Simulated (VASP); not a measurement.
Here is a VASP 6.6.1 calculation.

File INCAR:

```
PREC = Accurate
ENCUT = 520
EDIFF = 1E-7
ISMEAR = 0
SIGMA = 0.05
LREAL = Auto
LASPH = T
NELM = 80
ALGO = Normal
ISIF = 2
LWAVE = F
LCHARG = F
GGA = PE
NBANDS = 57
```

File KPOINTS:

```
regular mesh
0
Gamma
  3 3 1
```

POSCAR

```
H7C16F
1.0
    5.0487420000      0.0000000000      0.0000000000
    2.5243710000      4.3723390000      0.0000000000
    0.0000000000      0.0000000000     16.7764260000
H C F
7 16 1
Direct
    0.1666667848      0.1666666285      0.0596074516
    0.6666667848      0.1666666285      0.0596074516
    0.1666666285      0.6666667429      0.0596074516
    0.6666666285      0.6666667429      0.0596074516
    0.0038717763      0.4867982560      0.3454942072
    0.5101747015      0.4849669708      0.3454953397
    0.9790140379      0.0114375852      0.3636944484
    0.1666667848      0.1666666285      0.1251756483
    0.6666667848      0.1666666285      0.1251756483
    0.1666666285      0.6666667429      0.1251756483
    0.6666666285      0.6666667429      0.1251756483
   -0.1666666285      0.3333332571      0.1558904739
    0.3333333715      0.3333332571      0.1558904739
   -0.1666665867      0.8333333715      0.1558904739
    0.3333334133      0.8333333715      0.1558904739
   -0.1629353188      0.3257359505      0.2489785369
    0.3363117917      0.3273581943      0.2496701026
   -0.1624279775      0.8280668539      0.2527611066
    0.3342689393      0.8280828637      0.2529172781
    0.0023607449     -0.0048308240      0.2765299355
    0.5046089417     -0.0091287524      0.2649594139
    0.0027201334      0.4905470504      0.2799096780
    0.5065859194      0.4905829580      0.2799272622
    0.9287309312      0.0579614252      0.4257720923
```

Potentials or basis: VASP PAW PBE potentials, release 64 (H, C, F).

Run with:

```bash
$ cat potpaw_PBE.64/H/POTCAR potpaw_PBE.64/C/POTCAR potpaw_PBE.64/F/POTCAR > POTCAR
$ mpirun -np 1 vasp_std > vasp.out
```

Task: Estimate the largest force.

Result: 1.541 eV/Å.

Task: Predict the band gap on the k mesh.

Result: 0.28 eV, indirect (least direct gap 0.55 eV).

Forces in eV/Å, atoms in the order of the input:
```
H    0.016 -0.038 -0.126
H   -0.015 -0.039 -0.124
H   -0.002  0.054 -0.091
H    0.002  0.043 -0.126
H   -0.001 -0.001  0.027
H    0.001 -0.002  0.028
H    0.033 -0.027 -0.151
C   -0.061  0.022  1.255
C    0.060  0.025  1.257
C    0.006 -0.045  1.540
C   -0.006 -0.097  1.182
C    0.001  0.052 -0.691
C   -0.003  0.071 -1.275
C   -0.221 -0.026 -1.466
C    0.223 -0.033 -1.460
C   -0.001  0.014 -0.010
C    0.001  0.013  0.019
C   -0.001 -0.009 -0.014
C   -0.008 -0.010 -0.014
C   -0.003  0.002  0.066
C    0.003 -0.001  0.010
C    0.010  0.000  0.015
C   -0.009  0.006  0.013
F   -0.025  0.026  0.137
```

Caveat: the k points lie up to 0.48 Å⁻¹ apart.
